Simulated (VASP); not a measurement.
Here is a VASP 6.6.1 calculation.

Contents of INCAR:

```
  ALGO = Normal
  EDIFF = 1E-6
  ENCUT = 750
  GGA = PE
  GGA_COMPAT = F
  ISIF = 2
  ISMEAR = -1
  LASPH = T
  LCHARG = T
  LELF = T
  LREAL = F
  LVHAR = T
  LWAVE = F
  NBANDS = 13
  NELM = 120
  PREC = Accurate
  SIGMA = 0.05
```

KPOINTS

```
k-points
0
Gamma
  8 8 8
```

Contents of POSCAR:

```
Li2Se
1.0
    0.0000000000      3.0223846855      3.0223846855
    3.0223846855      0.0000000000      3.0223846855
    3.0223846855      3.0223846855      0.0000000000
Se Li
1 2
Direct
    0.0000000000      0.0000000000      0.0000000000
    0.7500000000      0.7500000000      0.7500000000
    0.2500000000      0.2500000000      0.2500000000
```

Potentials or basis: VASP PAW PBE potentials, release 64 (Se, Li_sv).

Command:

```console
$ cat potpaw_PBE.64/Se/POTCAR potpaw_PBE.64/Li_sv/POTCAR > POTCAR
$ mpirun -np 1 vasp_std > vasp.out
```

**Question.** What does it give for the pressure?

**Answer.** -0.7 GPa.

**Question.** Estimate the band gap on the k mesh.

**Answer.** 2.99 eV (least direct gap 3.30 eV).

A k mesh can miss the band edges.
